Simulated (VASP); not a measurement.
## TlPt: single point with PBE

Crystal: TlPt.

```
Tl Pt
1.0
     6.41986    0.00000    0.00000
    -3.20993    5.55977    0.00000
     0.00000    0.00000    4.06515
Tl Pt
3 3
Direct
  0.50000 0.00000 0.00000
  0.50000 0.50000 0.00000
  0.00000 0.50000 0.00000
  0.00000 0.00000 0.00000
  0.33333 0.66667 0.50000
  0.66667 0.33333 0.50000
```

```json
{"Program": "VASP 6.6.1", "Task": "single point", "Functional": "PBE", "Potentials or basis": "VASP PAW PBE potentials, release 64 (Tl_d, Pt)", "Cutoff": "520 eV", "k mesh": "6 × 6 × 8", "Occupations": "gaussian, width 0.1 eV", "Spin": "no spin polarisation", "Dipole correction": "no", "Further INCAR settings": "ALGO = Fast; EDIFF = 1e-06; NBANDS = 44"}
```

```json
{
  "Pressure": "1.4 GPa",
  "Band gap on the k mesh": "zero (an odd number of electrons rules out a gap without spin polarisation)"
}
```

Stress tensor (GPa, compression positive):
```
1.41 0.00 0.00
0.00 1.41 0.00
0.00 0.00 1.31
```

Levels at points of the mesh, in eV from the Fermi level:
| k point | band 32 | band 33 | band 34 | band 35 | band 36 | band 37 | band 38 | band 39 |
| --- | --- | --- | --- | --- | --- | --- | --- | --- |
| (0.00, 0.00, 0.00) | -0.78 | -0.43 | -0.43 | -0.18 | -0.18 | -0.12 | 1.23 | 5.17 |
| (0.50, 0.00, 0.00) | -0.86 | -0.79 | -0.71 | 1.03 | 1.84 | 2.98 | 3.19 | 3.39 |
| (0.00, 0.00, 0.50) | -0.94 | -0.50 | 0.99 | 0.99 | 1.14 | 1.14 | 1.15 | 1.15 |
| (0.50, 0.00, 0.50) | -1.33 | -0.75 | -0.70 | 0.12 | 0.61 | 1.17 | 2.67 | 2.76 |

Run time: 2.3 min on 1 thread of Oxide Virtual Turin-like Processor, with other jobs on the host, peak memory 0.32 GiB.

Caveat: spin-orbit coupling is left out, which moves the levels of the heavy elements.
